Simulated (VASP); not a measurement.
**Tl: relaxation of cell and atoms with LDA**

The system is Tl.

```
Tl
1.0
    -1.91378    1.91378    1.91378
     1.91378   -1.91378    1.91378
     1.91378    1.91378   -1.91378
Tl
1
Cartesian
  0.0000 0.0000 0.0000
```

```
Program                : VASP 6.6.1
Task                   : relaxation of cell and atoms
Functional             : LDA
Potentials or basis    : VASP PAW LDA potentials, release 64 (Tl_d)
Cutoff                 : 600 eV
k mesh                 : 12 × 12 × 12
Occupations            : fermi-dirac, width 0.1 eV
Spin                   : no spin polarisation
Dipole correction      : no
Further INCAR settings : ALGO = Normal; EDIFF = 1e-07; IBRION = 2; EDIFFG = -0.01; NSW = 80; ISIF = 3
```

The relaxed volume is 27.36 Å³/atom. The relaxed cell is a = 3.288 Å, b = 3.288 Å, c = 3.288 Å, α = 109.47°, β = 109.47°, γ = 109.47°, the space group after relaxing (to 0.05 Å) is Im-3m (No. 229) and the energy gained by relaxing is 2.1 meV/atom. The ionic steps are 2. The pressure after relaxing is 0.0 GPa.

The path:
| step | energy change (eV) | largest force (eV/Å) | pressure (GPa) | volume (Å³) |
| --- | --- | --- | --- | --- |
| 1 | 0.0000 | 0.0000 | -0.97 | 28.04 |
| 2 | -0.0021 | 0.0000 | 0.03 | 27.36 |

Final structure:
```yaml
crystal:
  lattice:
    - [-1.89815, 1.89815, 1.89815]
    - [1.89815, -1.89815, 1.89815]
    - [1.89815, 1.89815, -1.89815]
  atoms:
    - { symbol: Tl, position: [0.00000, 0.00000, 0.00000] }
```

Levels at points of the mesh, in eV from the Fermi level:
```tsv
k point	band 4	band 5	band 6	band 7	band 8	band 9
(0.00, 0.00, 0.00)	-11.17	-11.17	-10.34	11.29	11.29	11.29
(0.50, 0.00, 0.00)	-11.17	-10.85	-4.96	-2.89	6.01	7.33
(0.50, 0.50, 0.50)	-10.93	-10.93	-1.29	1.43	1.43	1.43
```

Run time: 12 s on 1 thread of Intel(R) Xeon(R) 6975P-C (Granite Rapids) (shared host), peak memory 0.16 GiB.

Caveat: spin-orbit coupling is left out, which moves the levels of the heavy elements.
